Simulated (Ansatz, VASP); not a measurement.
**Two plane-wave programs on Sb**

```
Sb
1.0
     5.09296    0.00000    0.00000
    -2.54648    4.41063    0.00000
     0.00000    0.00000    3.03826
Sb
3
Direct
  0.00000 0.00000 0.00000
  0.33333 0.66667 0.50000
  0.66667 0.33333 0.50000
```

Alike in both runs: task single point; functional LDA; k mesh 8 × 8 × 11; occupations fermi-dirac, width 0.1 eV; no spin polarisation.

|  | VASP | Ansatz |
| --- | --- | --- |
| version | VASP 6.6.1 | Ansatz 0.2.0 |
| potentials or method | VASP PAW LDA potentials, release 64 (Sb), cutoff 520 eV | plane waves (420 eV) with PAW, scalar-relativistic |
| valence electrons in the cell | 15 | 45 |

```tsv
	VASP	Ansatz	Ansatz less VASP
pressure (GPa)	12.2	11.8	-0.42
traceless stress, the component that is largest in VASP (GPa)	-2.29	-2.29	-0.001
```

Ansatz warns that its potentials were made for another functional, while VASP's fit it. LDA's correlation is that of Perdew and Zunger in VASP and of Perdew and Wang (1992) in Ansatz. VASP's potentials hold 15 valence electrons a cell and Ansatz's 45, so a difference there can come from the potentials and not from the codes.

Spin-orbit coupling is off throughout.
